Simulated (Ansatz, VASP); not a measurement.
## One calculation of Ba, two programs

File INCAR:

```
SYSTEM = Ba
PREC = Accurate
ENCUT = 520
EDIFF = 1E-7
ISMEAR = 0
SIGMA = 0.15
LREAL = .FALSE.
LASPH = .TRUE.
NELM = 60
ALGO = Fast
ISIF = 2
LWAVE = .FALSE.
LCHARG = .FALSE.
GGA = PE
NBANDS = 11
```

The input KPOINTS:

```
regular mesh
0
G
  14 14 14
  0 0 0
```

POSCAR

```
Ba
1.0
    0.0000000000      3.2528691591      3.2528691591
    3.2326650028      0.0202041563      3.2326650028
    3.2326650028      3.2326650028      0.0202041563
Ba
1
Direct
    0.0000000000      0.0000000000      0.0000000000
```

Input for Ansatz:

```yaml
crystal:
  lattice:
    - [0.0, 3.2528691591, 3.2528691591]
    - [3.2326650028, 0.0202041563, 3.2326650028]
    - [3.2326650028, 3.2326650028, 0.0202041563]
  atoms:
    - { symbol: Ba, position: [0.0, 0.0, 0.0] }
basis:
  ecutwfc: 420
kpoints:
  mp_grid: { grid: [14, 14, 14] }
hamiltonian:
  xc: pbe
scf:
  occupations: { method: gaussian, width: 0.15 }
output:
  forces: true
  stress: true
  eigenvalues: true
```

Change from the starting cell: strain +0.0125 x Voigt [0, 0, 0, 1, 0, 0], atoms carried along.

Alike in both runs: task single point; functional PBE; k mesh 14 × 14 × 14; occupations gaussian, width 0.15 eV; no spin polarisation.

|  | VASP | Ansatz |
| --- | --- | --- |
| version | VASP 6.6.1 | Ansatz 0.2.0 |
| potentials or method | VASP PAW PBE potentials, release 64 (Ba_sv), cutoff 520 eV | scalar-relativistic, plane waves, PAW |
| valence electrons in the cell | 10 | 10 |

|  | VASP | Ansatz | Ansatz less VASP |
| --- | --- | --- | --- |
| gap on the k mesh at the Fermi level (eV) | none | none | - |
| pressure (GPa) | -0.4 | -0.4 | -0.03 |
| traceless stress, the component that is largest in VASP (GPa) | -0.11 | -0.11 | 0.000 |

A gap of «none» marks a metal or a gap that the smearing closes. With one functional, cell and mesh, what is left measures potentials, basis and numerics.

Spin-orbit coupling is off throughout.
